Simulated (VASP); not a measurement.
Wanted: the native input for a VASP 6.6.1 run.

```yaml
Task: single point
Functional: RPBE
Potentials_or_basis: VASP PAW PBE potentials, release 64 (Be)
Cutoff: 520 eV
k_mesh: 26 × 26 × 14
Occupations: fermi-dirac, width 0.1 eV
Spin: no spin polarisation
Dipole_correction: no
Further_INCAR_settings: ALGO = Normal; EDIFF = 1e-06; NBANDS = 9
```

The structure of Be lies in POSCAR:

```
Be
1.0
    2.3156934803      0.0000000000      0.0000000000
   -1.1578467402      2.0054493813      0.0000000000
    0.0000000000      0.0000000000      3.6343303025
Be
2
Direct
    0.3333333333      0.6666666667      0.2500000000
    0.6666666667      0.3333333333      0.7500000000
```

This cell differs from its parent crystal: volume scaled by 1.04.

One way to write it, as run:

INCAR

```
ALGO = Normal ; EDIFF = 1E-6
ENCUT = 520 ; GGA = RP
ISIF = 2 ; ISMEAR = -1
LASPH = T ; LCHARG = F
LREAL = F ; LWAVE = F
NBANDS = 9 ; NELM = 100
PREC = Accurate ; SIGMA = 0.1
```

KPOINTS

```
k-points
0
Gamma
  26 26 14
```

Potentials or basis: VASP PAW PBE potentials, release 64 (Be).

Command:

```console
$ cat potpaw_PBE.64/Be/POTCAR > POTCAR
$ mpirun -np 1 vasp_std > vasp.out
```

Results of the run:

```
Pressure               : -4.3 GPa
Band gap on the k mesh : zero (band 2 reaches 7.68 eV, above the bottom of band 3 at 6.03 eV)
```

Caveat: the PAW data sets were made with another functional, which shifts forces and pressure a little.

Wall time 37 s on 1 thread of Intel Xeon 6975P-C (shared host), peak memory 0.19 GiB.
